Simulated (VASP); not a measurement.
Write the native input for VASP 6.6.1 that does the following.

* Task: single point
* Functional: PBEsol
* Potentials or basis: VASP PAW PBE potentials, release 64 (Ga_d)
* Cutoff: 520 eV
* k mesh: 16 × 16 × 16
* Occupations: fermi-dirac, width 0.05 eV
* Spin: no spin polarisation
* Dipole correction: no
* Further INCAR settings: ALGO = Normal; EDIFF = 1e-06; NBANDS = 12

The structure of Ga lies in POSCAR:

```
Ga
1.0
   -1.3524277441      1.3524277441      1.3524277441
    1.3524277441     -1.3524277441      1.3524277441
    1.3524277441      1.3524277441     -1.3524277441
Ga
1
Direct
    0.0000000000      0.0000000000      0.0000000000
```

This cell differs from its parent crystal: volume scaled by 0.55.

The input as run:

INCAR

```
ALGO     = Normal         # electronic algorithm
EDIFF    = 1E-6           # SCF threshold, eV
ENCUT    = 520            # plane-wave cutoff, eV
GGA      = PS             # functional
ISIF     = 2              # what is computed and relaxed
ISMEAR   = -1             # smearing method
LASPH    = T              # aspherical terms in the spheres
LCHARG   = T              # write CHGCAR
LELF     = T              # ELF
LREAL    = F              # projectors in reciprocal space
LVHAR    = T            
LWAVE    = F              # write WAVECAR
NBANDS   = 12             # bands
NELM     = 100            # most SCF steps
PREC     = Accurate       # precision mode
SIGMA    = 0.05           # smearing width, eV
```

KPOINTS

```
k-points
0
Gamma
  16 16 16
```

Potentials or basis: VASP PAW PBE potentials, release 64 (Ga_d).

Run with:

```bash
$ cat potpaw_PBE.64/Ga_d/POTCAR > POTCAR
$ mpirun -np 1 vasp_std > vasp.out
```

Results of the run:

```yaml
Pressure: 148.1 GPa
```

Caveat: the PAW data sets were made with another functional, which shifts forces and pressure a little.

Wall time 6.7 s on 1 thread of Intel(R) Xeon(R) 6975P-C (Granite Rapids), with other jobs on the host, peak memory 0.13 GiB.
